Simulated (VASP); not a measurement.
# InSe (C2/m) in VASP: notebook

Runs on InSe. Level: PBE. Tasks: single point.

All numbers are computed with VASP 6.6.1; they aren't measurements. Logs are shortened: lines on timing, memory, paths and dates and some standing lists are left out, and cuts for length are marked.

## Step 1: The cell of the first run

It takes space group C2/m (No. 12, monoclinic). The conventional cell has a = 11.415 Å, b = 4.025 Å, c = 4.969 Å, α = 90.00°, β = 109.86°, γ = 90.00°. In (site symmetry m) has 3 Se at 2.63 to 2.64 Å and 3 In at 2.75 to 3.64 Å within 3.7 Å. Within 3.5 Å of Se (site symmetry m) lie 3 In at 2.63 to 2.64 Å and 1 Se at 3.48 Å.

## Step 2: Single point, PBE (26.85 Å³/atom)

The input, INCAR:

```
SYSTEM = InSe
PREC     = Accurate       ! precision mode
ENCUT    = 520            ! plane-wave cutoff, eV
EDIFF    = 1E-6           ! SCF threshold, eV
ISMEAR   = -1             ! smearing method
SIGMA    = 0.05           ! smearing width, eV
LREAL    = .FALSE.        ! projectors in reciprocal space
LASPH    = .TRUE.         ! aspherical terms in the spheres
NELM     = 100            ! most SCF steps
ALGO     = Normal         ! electronic algorithm
ISIF     = 2              ! what is computed and relaxed
LWAVE    = .FALSE.        ! write WAVECAR
LCHARG   = .TRUE.         ! write CHGCAR
GGA      = PE             ! functional
LELF     = .TRUE.         ! ELF
LVHAR    = .TRUE.       
NBANDS   = 27             ! bands
```

The input, KPOINTS:

```
regular mesh
0
G
  7 7 6
  0 0 0
```

The input, POSCAR:

```
InSe
1.0
    5.7074535273     -2.0127055746      0.0000000000
    5.7074535273      2.0127055746      0.0000000000
   -1.6880551226      0.0000000000      4.6739460813
In Se
2 2
Direct
    0.8882032500      0.8882032500      0.0468413600
    0.1117967500      0.1117967500      0.9531586400
    0.6609275900      0.6609275900      0.6689556200
    0.3390724100      0.3390724100      0.3310443800
```

Potentials or basis: VASP PAW PBE potentials, release 64 (In_d, Se).

Command:

```
$ cat potpaw_PBE.64/In_d/POTCAR potpaw_PBE.64/Se/POTCAR > POTCAR
$ mpirun -np 1 vasp_std > vasp.out
```

OUTCAR:

```text
SYSTEM = InSe
   PREC = Accurate
   ENCUT = 520
   EDIFF = 1E-6
   ISMEAR = -1
   LREAL = .FALSE.
   LASPH = .TRUE.
   NELM = 100
   ISIF = 2
   GGA = PE

 ion  position               nearest neighbor table
   1  0.888  0.888  0.047-   4 2.63   4 2.63   3 2.64   2 2.75   2 3.64   2 3.64
   2  0.112  0.112  0.953-   3 2.63   3 2.63   4 2.64   1 2.75   1 3.64   1 3.64
   3  0.661  0.661  0.669-   2 2.63   2 2.63   1 2.64
   4  0.339  0.339  0.331-   1 2.63   1 2.63   2 2.64

  LATTYP: Found a base centered monoclinic cell.
 ALAT       =    11.4149070546
 B/A-ratio  =     0.3526451096
 C/A-ratio  =     0.4353462338
 COS(beta)  =    -0.3396874117

  Lattice vectors:

 A1 = (   5.7074535273,  -2.0127055746,   0.0000000000)
 A2 = (   5.7074535273,   2.0127055746,   0.0000000000)
 A3 = (  -1.6880551226,   0.0000000000,   4.6739460813)

Analysis of symmetry for initial positions (statically):
=====================================================================
 Subroutine PRICEL returns:
 Original cell was already a primitive cell.

 Routine SETGRP: Setting up the symmetry group for a
 base centered monoclinic supercell.

 Subroutine GETGRP returns: Found  4 space group operations
 (whereof  4 operations were pure point group operations)
 out of a pool of  4 trial point group operations.

The static configuration has the point symmetry C_2h.

Analysis of symmetry for dynamics (positions and initial velocities):
=====================================================================
 Subroutine PRICEL returns:
 Original cell was already a primitive cell.

 Routine SETGRP: Setting up the symmetry group for a
 base centered monoclinic supercell.

 Subroutine GETGRP returns: Found  4 space group operations
 (whereof  4 operations were pure point group operations)
 out of a pool of  4 trial point group operations.

The dynamic configuration has the point symmetry C_2h.

 Subroutine INISYM returns: Found  4 space group operations
 (whereof  4 operations are pure point group operations),
 and found     1 'primitive' translations

----------------------------------------------------------------------------------------

                                     Primitive cell

  volume of cell :     107.3832

  direct lattice vectors                    reciprocal lattice vectors
     5.707453527 -2.012705575  0.000000000     0.087604743 -0.248421829  0.031639568
     5.707453527  2.012705575  0.000000000     0.087604743  0.248421829  0.031639568
    -1.688055123  0.000000000  4.673946081     0.000000000  0.000000000  0.213951976

  length of vectors
     6.051942622  6.051942622  4.969436796     0.265309364  0.265309364  0.213951976

  position of ions in fractional coordinates (direct lattice)
     0.888203250  0.888203250  0.046841360
     0.111796750  0.111796750  0.953158640
     0.660927590  0.660927590  0.668955620
     0.339072410  0.339072410  0.331044380

  ion indices of the primitive-cell ions
   primitive index   ion index
                 1           1
                 2           2
                 3           3
                 4           4

----------------------------------------------------------------------------------------

 KPOINTS: regular mesh

Automatic generation of k-mesh.
 Grid dimensions read from file:
 generate k-points for:    7    7    6

 Generating k-lattice:

  Cartesian coordinates                     Fractional coordinates (reciprocal lattice)
     0.012514963 -0.035488833  0.004519938     0.142857143  0.000000000  0.000000000
     0.012514963  0.035488833  0.004519938     0.000000000  0.142857143  0.000000000
     0.000000000  0.000000000  0.035658663     0.000000000  0.000000000  0.166666667

  Length of vectors
     0.037901338  0.037901338  0.035658663

  Shift w.r.t. Gamma in fractional coordinates (k-lattice)
     0.000000000  0.000000000  0.000000000

 Subroutine IBZKPT returns following result:
 ===========================================

 Found     88 irreducible k-points:

 Following reciprocal coordinates:
            Coordinates               Weight
  0.000000  0.000000  0.000000      1.000000
  0.142857  0.000000  0.000000      4.000000
  0.285714 -0.000000 -0.000000      4.000000
  0.428571  0.000000  0.000000      4.000000
  0.142857  0.142857  0.000000      2.000000
  0.285714  0.142857 -0.000000      4.000000
[... 16 lines left out ...]
 -0.142857 -0.000000  0.166667      4.000000
  0.142857  0.142857  0.166667      2.000000
 [... further k-points ...]
   k-points           NKPTS =     88   k-points in BZ     NKDIM =     88   number of bands    NBANDS=     27
   number of dos      NEDOS =    301   number of ions     NIONS =      4
   total plane-waves  NPLWV =  92160
   dimension x,y,z NGX =    48 NGY =   48 NGZ =   40
   dimension x,y,z NGXF=    96 NGYF=   96 NGZF=   80
   ions per type =               2   2
   NGX,Y,Z   is equivalent  to a cutoff of  13.19, 13.19, 13.38 a.u.
   NGXF,Y,Z  is equivalent  to a cutoff of  26.37, 26.37, 26.76 a.u.
 SYSTEM =  InSe
   PREC   = accura    normal or accurate (medium, high low for compatibility)
   ISTART =      0    job   : 0-new  1-cont  2-samecut
   ICHARG =      2    charge: 1-file 2-atom 10-const
   ISPIN  =      1    spin polarized calculation?
   LNONCOLLINEAR =      F non collinear calculations
   LSORBIT =      F    spin-orbit coupling
   LASPH  =      T    aspherical Exc in radial PAW
   ENCUT  =  520.0 eV  38.22 Ry    6.18 a.u.  11.25 11.25  9.24*2*pi/ulx,y,z
   NELM   =    100;   NELMIN=  2; NELMDL= -5     # of ELM steps
   EDIFF  = 0.1E-05   stopping-criterion for ELM
   LREAL  =      F    real-space projection
   EDIFFG = 0.1E-04   stopping-criterion for IOM
   NSW    =      0    number of steps for IOM
   IBRION =     -1    ionic relax: 0-MD 1-quasi-New 2-CG
   NFREE  =      0    steps in history (QN), initial steepest desc. (CG)
   ISIF   =      2    stress and relaxation
   ISYM   =      2    0-nonsym 1-usesym 2-fastsym
   POTIM  = 0.5000    time-step for ionic-motion
   TEBEG  =    0.0;   TEEND  =   0.0 temperature during run
   PSTRESS=    0.0 pullay stress
   NELECT =      38.0000    total number of electrons
   NUPDOWN=      -1.0000    fix difference up-down
   EMIN   =  10.00;   EMAX   =-10.00  energy-range for DOS
   EFERMI =   0.00;   METHOD = LEGACY
   ISMEAR =    -1;   SIGMA  =   0.05  broadening in eV -4-tet -1-fermi 0-gaus
   EFERMI_NEDOS =   21; number of points for ismear=-14 and -15
   IALGO  =     38    algorithm
   IMIX   =      4    mixing-type and parameters
     AMIX     =   0.40;   BMIX     =  1.00
     AMIX_MAG =   1.60;   BMIX_MAG =  1.00
  volume/ion in A,a.u.               =      26.85       181.16
  Fermi-wavevector in a.u.,A,eV,Ry     =   1.157952  2.188212 18.243413  1.340853
  Thomas-Fermi vector in A             =   2.294559
   LORBIT       =      0    0 simple, 1 ext, 2 COOP (PROOUT), +10 PAW based schemes
   GGA     = PE    functional components
   LHFCALC =     F    Hartree Fock is set to
   AEXX    =    0.0000 exact exchange contribution
   IVDW    =     0    specifies the selected vdW correction
   LEPSILON=     F    determine dielectric tensor
   LRPA    =     F    only Hartree local field effects (RPA)
 non-spin polarized calculation
  energy-cutoff  :      520.00
  volume of cell :      107.38
 maximum number of plane-waves:      2918
 NGX is ok and might be reduce to    48
   NGX = 23   NGY = 23   NGZ = 19

 number of electron      37.9999995 magnetization

 Free energy of the ion-electron system (eV)
  ---------------------------------------------------
  ext. energy  EPLUGINS =         0.00000000
  ---------------------------------------------------
  free energy    TOTEN  =       -13.91199281 eV

  energy without entropy =      -13.91199273  energy(sigma->0) =      -13.91199277

 E-fermi :   5.2114     XC(G=0):  -9.3580

 val. band max:        4.5579678261   @ k =  -0.4286  -0.4286   0.1667
 cond. band min:       5.8000083195   @ k =   0.0000   0.0000   0.5000
 fundamental gap:      1.2420404934
 Fermi energy:         5.2113893664

 k-point     1 :       0.0000    0.0000    0.0000
  band No.  band energies     occupation
      1     -10.1073      2.00000
      2      -9.9465      2.00000
      3      -9.7343      2.00000
      4      -9.7029      2.00000
      5      -9.6517      2.00000
      6      -9.6474      2.00000
[... 19 lines left out ...]
     26      11.4891      0.00000
     27      12.9605      0.00000

 k-point     2 :       0.1429    0.0000    0.0000
  band No.  band energies     occupation
      1     -10.1022      2.00000
      2      -9.9438      2.00000
      3      -9.8327      2.00000
      4      -9.6807      2.00000
      5      -9.6728      2.00000
      6      -9.6317      2.00000
[... 19 lines left out ...]
     26      11.4292      0.00000
     27      13.3788      0.00000

 k-point     3 :       0.2857   -0.0000   -0.0000
  band No.  band energies     occupation
      1     -10.0992      2.00000
      2      -9.9652      2.00000
      3      -9.9175      2.00000
      4      -9.7156      2.00000
      5      -9.6542      2.00000
      6      -9.6358      2.00000
[... 19 lines left out ...]
     26      12.1470      0.00000
     27      12.4140      0.00000

 k-point     4 :       0.4286    0.0000    0.0000
  band No.  band energies     occupation
      1     -10.1166      2.00000
      2     -10.0025      2.00000
      3      -9.9115      2.00000
      4      -9.7494      2.00000
      5      -9.6571      2.00000
      6      -9.6421      2.00000
[... 19 lines left out ...]
     26      11.5462      0.00000
     27      13.2477      0.00000
[... 516 lines left out ...]
      4      -9.7188      2.00000
      5      -9.6530      2.00000
      6      -9.6321      2.00000
[... 19 lines left out ...]
     26      11.9885      0.00000
     27      12.2028      0.00000

 k-point    23 :      -0.1429   -0.0000    0.1667
  band No.  band energies     occupation
      1     -10.1079      2.00000
      2      -9.9434      2.00000
      3      -9.8331      2.00000
      4      -9.6797      2.00000
      5      -9.6759      2.00000
      6      -9.6322      2.00000
[... 19 lines left out ...]
     26      11.0603      0.00000
     27      13.0247      0.00000

 k-point    24 :       0.1429    0.1429    0.1667
  band No.  band energies     occupation
      1     -10.1078      2.00000
      2      -9.9440      2.00000
      3      -9.7507      2.00000
      4      -9.6976      2.00000
      5      -9.6605      2.00000
      6      -9.6557      2.00000
[... 19 lines left out ...]
     26      11.4197      0.00000
     27      12.6555      0.00000

 [... further k-points ...]

------------------------ aborting loop because EDIFF is reached ----------------------------------------

  FORCE on cell =-STRESS in cart. coord.  units (eV):
  Direction    XX          YY          ZZ          XY          YZ          ZX
  --------------------------------------------------------------------------------------
  -------------------------------------------------------------------------------------
  Total        3.8886509      3.7145448      3.1807820      0.0000000      0.0000000      0.1176458
  in kB       58.0193974     55.4217023     47.4578603      0.0000000      0.0000000      1.7552976
  external PRESSURE =      53.6329867 kB  Pullay stress =       0.0000000 kB

 VOLUME and BASIS-vectors are now :
 -----------------------------------------------------------------------------
  energy-cutoff  :      520.00
  volume of cell :      107.38
      direct lattice vectors                 reciprocal lattice vectors
     5.707453527 -2.012705575  0.000000000     0.087604743 -0.248421829  0.031639568
     5.707453527  2.012705575  0.000000000     0.087604743  0.248421829  0.031639568
    -1.688055123  0.000000000  4.673946081     0.000000000  0.000000000  0.213951976

 POSITION                                       TOTAL-FORCE (eV/Angst)
 -----------------------------------------------------------------------------------
     10.05969      0.00000      0.21893         0.366231      0.000000     -0.096600
     -0.33283      0.00000      4.45501        -0.366231      0.000000      0.096600
      6.41519      0.00000      3.12666         0.047410      0.000000     -0.785382
      3.31166      0.00000      1.54728        -0.047410      0.000000      0.785382
 -----------------------------------------------------------------------------------
    total drift:                               -0.000000     -0.000000      0.000000

  FREE ENERGIE OF THE ION-ELECTRON SYSTEM (eV)
  ---------------------------------------------------
  free  energy   TOTEN  =       -13.9119928134 eV

  energy  without entropy=      -13.9119927309  energy(sigma->0) =      -13.91199277
```

It took 2.2 min on 1 thread of Intel Xeon 6975P-C (Granite Rapids), shared host; peak memory 0.43 GiB.

Results:

```
Free energy            : -13.9120 eV
Pressure               : 5.4 GPa
Largest force          : 0.787 eV/Å
Band gap on the k mesh : 1.24 eV (least direct gap 1.42 eV)
```

Forces on the atoms (eV/Å):
```
In   0.366  0.000 -0.097
In  -0.366  0.000  0.097
Se   0.047  0.000 -0.785
Se  -0.047  0.000  0.785
```

Levels at points of the mesh, in eV from the valence-band top:
```tsv
k point	band 15	band 16	band 17	band 18	band 19	band 20	band 21	band 22	band 23	band 24
(0.00, 0.00, 0.00)	-3.80	-2.41	-2.12	-1.48	-1.21	2.86	3.09	3.75	4.99	5.57
(0.00, 0.00, 0.50)	-2.33	-1.89	-1.57	-1.13	-0.39	1.24	2.17	3.77	3.97	6.47
```

Caveat: the cell stands under pressure; spin-orbit coupling is left out, which moves the levels of the heavy elements.

## Step 3: Single point, PBE (29.13 Å³/atom)

This run uses another cell than the first one, of 29.13 Å³/atom.

The input, INCAR:

```
PREC = Accurate ; ENCUT = 520
EDIFF = 1E-6 ; ISMEAR = -1
SIGMA = 0.05 ; LREAL = F
LASPH = T ; NELM = 80
ALGO = Normal ; ISIF = 2
LWAVE = F ; LCHARG = F
GGA = PE ; NBANDS = 27
```

The input, KPOINTS:

```
regular mesh
0
Gamma
  7 7 6
```

The input, POSCAR:

```
InSe
1.0
    5.8649793859     -2.0682562983      0.0000000000
    5.8649793859      2.0682562983      0.0000000000
   -1.7346454858      0.0000000000      4.8029471088
In Se
2 2
Direct
    0.8882032500      0.8882032500      0.0468413600
    0.1117967500      0.1117967500      0.9531586400
    0.6609275900      0.6609275900      0.6689556200
    0.3390724100      0.3390724100      0.3310443800
```

Potentials or basis: VASP PAW PBE potentials, release 64 (In_d, Se).

Command:

```
$ cat potpaw_PBE.64/In_d/POTCAR potpaw_PBE.64/Se/POTCAR > POTCAR
$ mpirun -np 1 vasp_std > vasp.out
```

OUTCAR:

```text
PREC = Accurate
   ENCUT = 520
   EDIFF = 1E-6
   ISMEAR = -1
   LREAL = F
   LASPH = T
   NELM = 80
   ISIF = 2
   GGA = PE

 ion  position               nearest neighbor table
   1  0.888  0.888  0.047-   4 2.70   4 2.70   3 2.71   2 2.82   2 3.74   2 3.74
   2  0.112  0.112  0.953-   3 2.70   3 2.70   4 2.71   1 2.82   1 3.74   1 3.74
   3  0.661  0.661  0.669-   2 2.70   2 2.70   1 2.71
   4  0.339  0.339  0.331-   1 2.70   1 2.70   2 2.71

  LATTYP: Found a base centered monoclinic cell.
[... 921 lines left out ...]
  Direction    XX          YY          ZZ          XY          YZ          ZX
  --------------------------------------------------------------------------------------
  -------------------------------------------------------------------------------------
  Total        0.2579452      0.4290877      0.5158835      0.0000000      0.0000000      0.0159376
  in kB        3.5467398      5.8999457      7.0933862      0.0000000      0.0000000      0.2191412
  external PRESSURE =       5.5133572 kB  Pullay stress =       0.0000000 kB

 VOLUME and BASIS-vectors are now :
 -----------------------------------------------------------------------------
  energy-cutoff  :      520.00
  volume of cell :      116.52
      direct lattice vectors                 reciprocal lattice vectors
     5.864979386 -2.068256298  0.000000000     0.085251792 -0.241749536  0.030789770
     5.864979386  2.068256298  0.000000000     0.085251792  0.241749536  0.030789770
    -1.734645486  0.000000000  4.802947109     0.000000000  0.000000000  0.208205499

 POSITION                                       TOTAL-FORCE (eV/Angst)
 -----------------------------------------------------------------------------------
     10.33733      0.00000      0.22498        -0.015110      0.000000     -0.012095
     -0.34202      0.00000      4.57797         0.015110      0.000000      0.012095
      6.59225      0.00000      3.21296         0.008395      0.000000     -0.100558
      3.40306      0.00000      1.58999        -0.008395      0.000000      0.100558
 -----------------------------------------------------------------------------------
    total drift:                               -0.000000     -0.000000      0.000000

  FREE ENERGIE OF THE ION-ELECTRON SYSTEM (eV)
  ---------------------------------------------------
  free  energy   TOTEN  =       -14.0711998015 eV

  energy  without entropy=      -14.0711994545  energy(sigma->0) =      -14.07119963
```

stdout:

```text
POSCAR found type information on POSCAR InSe
 POSCAR found :  2 types and       4 ions
 scaLAPACK will be used
 LDA part: xc-table for (Slater+PW92), standard interpolation
 POSCAR, INCAR and KPOINTS ok, starting setup
 FFT: planning ... GRIDC
 FFT: planning ... GRID_SOFT
 FFT: planning ... GRID
 WAVECAR not read
 entering main loop
```

It took 2.4 min on 1 thread of Intel Xeon 6975P-C (Granite Rapids), shared host; peak memory 0.45 GiB.

What came out:

* Free energy: -14.0712 eV
* Pressure: 0.6 GPa
* Largest force: 0.101 eV/Å
* Band gap on the k mesh: 1.10 eV (least direct gap 1.16 eV)

Forces on the atoms (eV/Å):
```
In  -0.015  0.000 -0.012
In   0.015  0.000  0.012
Se   0.008  0.000 -0.101
Se  -0.008  0.000  0.101
```

Stress tensor (GPa, compression positive):
```
0.35 0.00 0.02
0.00 0.59 0.00
0.02 0.00 0.71
```

Levels at points of the mesh, in eV from the valence-band top:
```tsv
k point	band 15	band 16	band 17	band 18	band 19	band 20	band 21	band 22	band 23	band 24
(0.00, 0.00, 0.00)	-3.63	-2.15	-1.91	-1.29	-1.10	2.63	3.01	3.64	4.81	5.49
(0.00, 0.00, 0.50)	-2.10	-1.72	-1.38	-1.03	-0.37	1.10	2.10	3.55	3.92	6.31
```

Caveat: spin-orbit coupling is left out, which moves the levels of the heavy elements.
